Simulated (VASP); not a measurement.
# Y (Fm-3m) in VASP: relaxation of cell and atoms with PBEsol

Aim: the relaxation of cell and atoms of Y with PBEsol.

Program: VASP 6.6.1. These are calculated values, not measurements. Logs are shortened: lines on timing, memory, paths and dates and some standing lists are left out, and cuts for length are marked.

## Step 1: The cell of the first run

Symmetry: Fm-3m, No. 225, cubic system. Conventional cell: a = 5.090 Å, b = 5.090 Å, c = 5.090 Å, α = 90.00°, β = 90.00°, γ = 90.00°. Within 4.7 Å of Y (site symmetry m-3m) lie 12 Y at 3.60 Å.

This isn't the form of Y at room conditions, which is hcp.

## Step 2: Relaxation of cell and atoms, PBEsol

INCAR reads:

```
  PREC = Accurate
  ENCUT = 600
  EDIFF = 1E-6
  ISMEAR = 0
  SIGMA = 0.05
  LREAL = False
  LASPH = True
  NELM = 80
  ALGO = Normal
  ISIF = 3
  LWAVE = False
  LCHARG = False
  GGA = PS
  IBRION = 2
  NSW = 60
  EDIFFG = -0.02
```

KPOINTS reads:

```
regular mesh
0
Gamma
  8 8 8
```

POSCAR reads:

```
Y
1.0
    5.0900000000      0.0000000000      0.0000000000
    0.0000000000      5.0900000000      0.0000000000
    0.0000000000      0.0000000000      5.0900000000
Y
4
Direct
    0.0000000000      0.0000000000      0.0000000000
    0.0000000000      0.5000000000      0.5000000000
    0.5000000000      0.0000000000      0.5000000000
    0.5000000000      0.5000000000      0.0000000000
```

Potentials or basis: VASP PAW PBE potentials, release 64 (Y_sv).

Run with:

```bash
> cat potpaw_PBE.64/Y_sv/POTCAR > POTCAR
> mpirun -np 1 vasp_std > vasp.out
```

OUTCAR:

```text
PREC = Accurate
   ENCUT = 600
   EDIFF = 1E-6
   ISMEAR = 0
   LREAL = False
   LASPH = True
   NELM = 80
   ISIF = 3
   GGA = PS
   IBRION = 2
   NSW = 60
   EDIFFG = -0.02

 ion  position               nearest neighbor table
   1  0.000  0.000  0.000-   2 3.60   3 3.60   4 3.60   2 3.60   3 3.60   2 3.60   4 3.60   2 3.60
                             3 3.60   4 3.60   3 3.60   4 3.60
   2  0.000  0.500  0.500-   1 3.60   3 3.60   4 3.60   1 3.60   4 3.60   1 3.60   3 3.60   1 3.60
                             3 3.60   4 3.60   4 3.60   3 3.60
   3  0.500  0.000  0.500-   1 3.60   2 3.60   4 3.60   1 3.60   4 3.60   2 3.60   4 3.60   4 3.60
                             1 3.60   2 3.60   1 3.60   2 3.60
   4  0.500  0.500  0.000-   1 3.60   2 3.60   3 3.60   2 3.60   3 3.60   1 3.60   3 3.60   3 3.60
                             1 3.60   2 3.60   2 3.60   1 3.60

  LATTYP: Found a simple cubic cell.
 ALAT       =     5.0900000000

  Lattice vectors:

 A1 = (   5.0900000000,   0.0000000000,   0.0000000000)
 A2 = (   0.0000000000,   5.0900000000,   0.0000000000)
 A3 = (   0.0000000000,   0.0000000000,   5.0900000000)

Analysis of symmetry for initial positions (statically):
=====================================================================
 Subroutine PRICEL returns following result:

  LATTYP: Found a face centered cubic cell.
 ALAT       =     5.0900000000

  Lattice vectors:

 A1 = (   2.5450000000,  -2.5450000000,   0.0000000000)
 A2 = (   2.5450000000,   0.0000000000,   2.5450000000)
 A3 = (   0.0000000000,  -2.5450000000,   2.5450000000)

   4 primitive cells build up your supercell.

 Routine SETGRP: Setting up the symmetry group for a
 simple cubic supercell.

 Subroutine GETGRP returns: Found 48 space group operations
 (whereof 48 operations were pure point group operations)
 out of a pool of 48 trial point group operations.

The static configuration has the point symmetry O_h .

Analysis of symmetry for dynamics (positions and initial velocities):
=====================================================================
 Subroutine PRICEL returns following result:

  LATTYP: Found a face centered cubic cell.
 ALAT       =     5.0900000000

  Lattice vectors:

 A1 = (   2.5450000000,  -2.5450000000,   0.0000000000)
 A2 = (   2.5450000000,   0.0000000000,   2.5450000000)
 A3 = (   0.0000000000,  -2.5450000000,   2.5450000000)

   4 primitive cells build up your supercell.

 Routine SETGRP: Setting up the symmetry group for a
 simple cubic supercell.

 Subroutine GETGRP returns: Found 48 space group operations
 (whereof 48 operations were pure point group operations)
 out of a pool of 48 trial point group operations.

The dynamic configuration has the point symmetry O_h .

 Subroutine INISYM returns: Found 48 space group operations
 (whereof 48 operations are pure point group operations),
 and found     4 'primitive' translations

----------------------------------------------------------------------------------------

                                     Primitive cell

  volume of cell :      32.9681

  direct lattice vectors                    reciprocal lattice vectors
     2.545000000 -2.545000000  0.000000000     0.196463654 -0.196463654 -0.196463654
     2.545000000  0.000000000  2.545000000     0.196463654  0.196463654  0.196463654
     0.000000000 -2.545000000  2.545000000    -0.196463654 -0.196463654  0.196463654

  length of vectors
     3.599173516  3.599173516  3.599173516     0.340285031  0.340285031  0.340285031

  position of ions in fractional coordinates (direct lattice)
     0.000000000  0.000000000  0.000000000

  ion indices of the primitive-cell ions
   primitive index   ion index
                 1           1

----------------------------------------------------------------------------------------

 KPOINTS: regular mesh

Automatic generation of k-mesh.
 Grid dimensions read from file:
 generate k-points for:    8    8    8

 Generating k-lattice:

  Cartesian coordinates                     Fractional coordinates (reciprocal lattice)
     0.024557957  0.000000000  0.000000000     0.125000000  0.000000000  0.000000000
     0.000000000  0.024557957  0.000000000     0.000000000  0.125000000  0.000000000
     0.000000000  0.000000000  0.024557957     0.000000000  0.000000000  0.125000000

  Length of vectors
     0.024557957  0.024557957  0.024557957

  Shift w.r.t. Gamma in fractional coordinates (k-lattice)
     0.000000000  0.000000000  0.000000000

 Subroutine IBZKPT returns following result:
 ===========================================

 Found     35 irreducible k-points:

 Following reciprocal coordinates:
            Coordinates               Weight
  0.000000  0.000000  0.000000      1.000000
  0.125000  0.000000  0.000000      6.000000
  0.250000  0.000000  0.000000      6.000000
  0.375000  0.000000  0.000000      6.000000
  0.500000  0.000000  0.000000      3.000000
  0.125000  0.125000  0.000000     12.000000
[... 16 lines left out ...]
  0.375000  0.375000  0.125000     24.000000
  0.500000  0.375000  0.125000     24.000000
 [... further k-points ...]
   k-points           NKPTS =     35   k-points in BZ     NKDIM =     35   number of bands    NBANDS=     26
   number of dos      NEDOS =    301   number of ions     NIONS =      4
   total plane-waves  NPLWV =  74088
   dimension x,y,z NGX =    42 NGY =   42 NGZ =   42
   dimension x,y,z NGXF=    84 NGYF=   84 NGZF=   84
   ions per type =               4
   NGX,Y,Z   is equivalent  to a cutoff of  13.72, 13.72, 13.72 a.u.
   NGXF,Y,Z  is equivalent  to a cutoff of  27.44, 27.44, 27.44 a.u.
 SYSTEM =  unknown system
   PREC   = accura    normal or accurate (medium, high low for compatibility)
   ISTART =      0    job   : 0-new  1-cont  2-samecut
   ICHARG =      2    charge: 1-file 2-atom 10-const
   ISPIN  =      1    spin polarized calculation?
   LNONCOLLINEAR =      F non collinear calculations
   LSORBIT =      F    spin-orbit coupling
   LASPH  =      T    aspherical Exc in radial PAW
   ENCUT  =  600.0 eV  44.10 Ry    6.64 a.u.  10.17 10.17 10.17*2*pi/ulx,y,z
   NELM   =     80;   NELMIN=  2; NELMDL= -5     # of ELM steps
   EDIFF  = 0.1E-05   stopping-criterion for ELM
   LREAL  =      F    real-space projection
   EDIFFG = -.2E-01   stopping-criterion for IOM
   NSW    =     60    number of steps for IOM
   IBRION =      2    ionic relax: 0-MD 1-quasi-New 2-CG
   NFREE  =      1    steps in history (QN), initial steepest desc. (CG)
   ISIF   =      3    stress and relaxation
   ISYM   =      2    0-nonsym 1-usesym 2-fastsym
   POTIM  = 0.5000    time-step for ionic-motion
   TEBEG  =    0.0;   TEEND  =   0.0 temperature during run
   PSTRESS=    0.0 pullay stress
   NELECT =      44.0000    total number of electrons
   NUPDOWN=      -1.0000    fix difference up-down
   EMIN   =  10.00;   EMAX   =-10.00  energy-range for DOS
   EFERMI =   0.00;   METHOD = LEGACY
   ISMEAR =     0;   SIGMA  =   0.05  broadening in eV -4-tet -1-fermi 0-gaus
   EFERMI_NEDOS =   21; number of points for ismear=-14 and -15
   IALGO  =     38    algorithm
   IMIX   =      4    mixing-type and parameters
     AMIX     =   0.40;   BMIX     =  1.00
     AMIX_MAG =   1.60;   BMIX_MAG =  1.00
  volume/ion in A,a.u.               =      32.97       222.48
  Fermi-wavevector in a.u.,A,eV,Ry     =   1.135467  2.145722 17.541799  1.289286
  Thomas-Fermi vector in A             =   2.272172
   LORBIT       =      0    0 simple, 1 ext, 2 COOP (PROOUT), +10 PAW based schemes
   GGA     = PS    functional components
   LHFCALC =     F    Hartree Fock is set to
   AEXX    =    0.0000 exact exchange contribution
   IVDW    =     0    specifies the selected vdW correction
   LEPSILON=     F    determine dielectric tensor
   LRPA    =     F    only Hartree local field effects (RPA)
 conjugate gradient relaxation of ions
 non-spin polarized calculation
 Gauss-broadening in eV      SIGMA  =   0.05
  energy-cutoff  :      600.00
  volume of cell :      131.87
 maximum number of plane-waves:      4436
 NGX is ok and might be reduce to    42
   NGX = 21   NGY = 21   NGZ = 21

--------------------------------------- Ionic step        1  -------------------------------------------

 number of electron      44.0000001 magnetization

 Free energy of the ion-electron system (eV)
  ---------------------------------------------------
  ext. energy  EPLUGINS =         0.00000000
  ---------------------------------------------------
  free energy    TOTEN  =       -27.13909300 eV

  energy without entropy =      -27.13241853  energy(sigma->0) =      -27.13575577

------------------------ aborting loop because EDIFF is reached ----------------------------------------

  FORCE on cell =-STRESS in cart. coord.  units (eV):
  Direction    XX          YY          ZZ          XY          YZ          ZX
  --------------------------------------------------------------------------------------
  -------------------------------------------------------------------------------------
  Total       -2.2518475     -2.2518475     -2.2518475     -0.0000000      0.0000000      0.0000000
  in kB      -27.3587478    -27.3587478    -27.3587478     -0.0000000      0.0000000      0.0000000
  external PRESSURE =     -27.3587478 kB  Pullay stress =       0.0000000 kB
[... 23 lines left out ...]
  energy  without entropy=      -27.1324185298  energy(sigma->0) =      -27.13575577

--------------------------------------- Ionic step        2  -------------------------------------------

 number of electron      43.9999996 magnetization

 E-fermi :   3.3508     XC(G=0):  -9.8443

 val. band max:        3.3496716888   @ k =   0.3750   0.3750   0.2500
 cond. band min:       3.3644909148   @ k =   0.5000   0.3750   0.1250
 fundamental gap:      0.0148192260
 Fermi energy:         3.3507704692

 k-point     1 :       0.0000    0.0000    0.0000
  band No.  band energies     occupation
      1     -39.1018      2.00000
      2     -38.9835      2.00000
      3     -38.9835      2.00000
      4     -38.9835      2.00000
      5     -19.4323      2.00000
      6     -19.4323      2.00000
[... 722 lines left out ...]
  energy  without entropy=      -27.2106792996  energy(sigma->0) =      -27.21432579

--------------------------------------- Ionic step        3  -------------------------------------------

 number of electron      43.9999998 magnetization

 Free energy of the ion-electron system (eV)
  ---------------------------------------------------
  ext. energy  EPLUGINS =         0.00000000
  ---------------------------------------------------
  free energy    TOTEN  =       -27.22021263 eV

  energy without entropy =      -27.21307223  energy(sigma->0) =      -27.21664243

 E-fermi :   3.2931     XC(G=0):  -9.7988

 val. band max:        3.2864488057   @ k =   0.3750   0.3750   0.2500
 cond. band min:       3.3080130204   @ k =   0.5000   0.3750   0.1250
 fundamental gap:      0.0215642147
 Fermi energy:         3.2931240006

 k-point     1 :       0.0000    0.0000    0.0000
  band No.  band energies     occupation
      1     -39.1830      2.00000
      2     -39.0702      2.00000
      3     -39.0702      2.00000
      4     -39.0702      2.00000
      5     -19.5000      2.00000
      6     -19.5000      2.00000
[... 718 lines left out ...]
  FREE ENERGIE OF THE ION-ELECTRON SYSTEM (eV)
  ---------------------------------------------------
  free  energy   TOTEN  =       -27.2202126278 eV

  energy  without entropy=      -27.2130722296  energy(sigma->0) =      -27.21664243

 reached required accuracy - stopping structural energy minimisation
```

Run time: 7.4 min. Hardware: 1 thread of Oxide Virtual Turin-like, shared host; peak memory 0.32 GiB.

What came out:

```yaml
Free_energy: -27.2202 eV
Relaxed_volume: 30.70 Å³/atom
Relaxed_cell: a = 4.970 Å, b = 4.970 Å, c = 4.970 Å, α = 90.00°, β = 90.00°, γ = 90.00°
Space_group_after_relaxing_to_0.1_Å: Fm-3m (No. 225)
Energy_gained_by_relaxing: 20.3 meV/atom
Ionic_steps: 3
Pressure_after_relaxing: 0.0 GPa
Band_gap_on_the_k_mesh: zero (bands 22 and 23 overlap by 1.80 eV)
```

The path:
| step | energy change (eV) | largest force (eV/Å) | pressure (GPa) | volume (Å³) |
| --- | --- | --- | --- | --- |
| 1 | 0.0000 | 0.0000 | -2.74 | 131.87 |
| 2 | -0.0789 | 0.0000 | 0.49 | 121.42 |
| 3 | -0.0811 | 0.0000 | 0.02 | 122.79 |

Final structure:
```yaml
crystal:
  lattice:
    - [4.97038, 0.00000, 0.00000]
    - [0.00000, 4.97038, 0.00000]
    - [0.00000, 0.00000, 4.97038]
  atoms:
    - { symbol: Y, position: [0.00000, 0.00000, 0.00000] }
    - { symbol: Y, position: [0.00000, 0.50000, 0.50000] }
    - { symbol: Y, position: [0.50000, 0.00000, 0.50000] }
    - { symbol: Y, position: [0.50000, 0.50000, 0.00000] }
```

Caveat: the PAW data sets were made with another functional, which shifts forces and pressure a little.

The gap in the log of VASP goes by the Fermi energy; the results here count the filled bands.